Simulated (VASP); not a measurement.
A run of VASP 6.6.1:

INCAR

```
ALGO = Normal ; DIPOL = 0.5 0.5 0.351
EDIFF = 1E-6 ; ENCUT = 520
GGA = PE ; IDIPOL = 3
ISIF = 2 ; ISMEAR = 0
LASPH = True ; LCHARG = True
LDIPOL = True ; LELF = True
LREAL = False ; LVACPOTAV = True
LVHAR = True ; LWAVE = False
NBANDS = 38 ; NELM = 80
PREC = Accurate ; SIGMA = 0.1
```

Contents of KPOINTS:

```
k-points
0
Gamma
  9 9 1
```

POSCAR

```
SiGe4
1.0
    4.0740542171      0.0000000000      0.0000000000
   -2.0370271085      3.5282344484      0.0000000000
    0.0000000000      0.0000000000     19.7403205846
Ge Si
4 1
Direct
    0.3333333333      0.6666666667      0.2026309544
    0.0000000000      0.0000000000      0.2447585800
    0.0000000000      0.0000000000      0.3792011874
    0.6666666667      0.3333333333      0.4174360061
    0.7777777778      0.7777777778      0.5096885656
```

Potentials or basis: VASP PAW PBE potentials, release 64 (Ge_d, Si).

The run is started by

```bash
$ cat potpaw_PBE.64/Ge_d/POTCAR potpaw_PBE.64/Si/POTCAR > POTCAR
$ mpirun -np 1 vasp_std > vasp.out
```

Hardware: 1 thread of AMD EPYC 9R14 (Zen 4), on a shared host.

Problem. How long does it take, and how much memory?

Solution. It took 11 min on 1 thread of AMD EPYC 9R14 (Zen 4), on a shared host, peak memory 0.54 GiB. Counts: scf iterations 24, k points 41.
